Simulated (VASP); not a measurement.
Write the native input for VASP 6.6.1 that does the following.

* Task: single point
* Functional: PBE
* Potentials or basis: VASP PAW PBE potentials, release 64 (Tl_d)
* Cutoff: 520 eV
* k mesh: 15 × 15 × 6
* Occupations: gaussian, width 0.1 eV
* Spin: no spin polarisation
* Dipole correction: no
* Further INCAR settings: ALGO = Normal; EDIFF = 1e-06; NBANDS = 26

The structure of Tl lies in POSCAR:

```
Tl
1.0
    3.5212520720      0.0000000000      0.0000000000
   -1.7606260360      3.0494937475      0.0000000000
    0.0000000000      0.0000000000      8.6762271974
Tl
3
Direct
    0.0000000000      0.0000000000      0.0000000000
    0.3333333333      0.6666666667      0.3333333333
    0.6666666667      0.3333333333      0.6666666667
```

These files were run (other wordings do the same):

INCAR

```
SYSTEM = Tl
PREC = Accurate
ENCUT = 520
EDIFF = 1E-6
ISMEAR = 0
SIGMA = 0.1
LREAL = .False.
LASPH = .True.
NELM = 100
ALGO = Normal
ISIF = 2
LWAVE = .False.
LCHARG = .True.
GGA = PE
LELF = .True.
LVHAR = .True.
NBANDS = 26
```

KPOINTS

```
Automatic mesh
0
Gamma
  15 15 6
  0 0 0
```

Potentials or basis: VASP PAW PBE potentials, release 64 (Tl_d).

Run with:

```console
$ cat potpaw_PBE.64/Tl_d/POTCAR > POTCAR
$ mpirun -np 1 vasp_std > vasp.out
```

Results of the run:

```
Pressure : -0.1 GPa
```

Wall time 5 min on 1 thread of AMD EPYC 7R43 64-Core Processor (Zen 3), with other jobs on the host, peak memory 0.37 GiB.
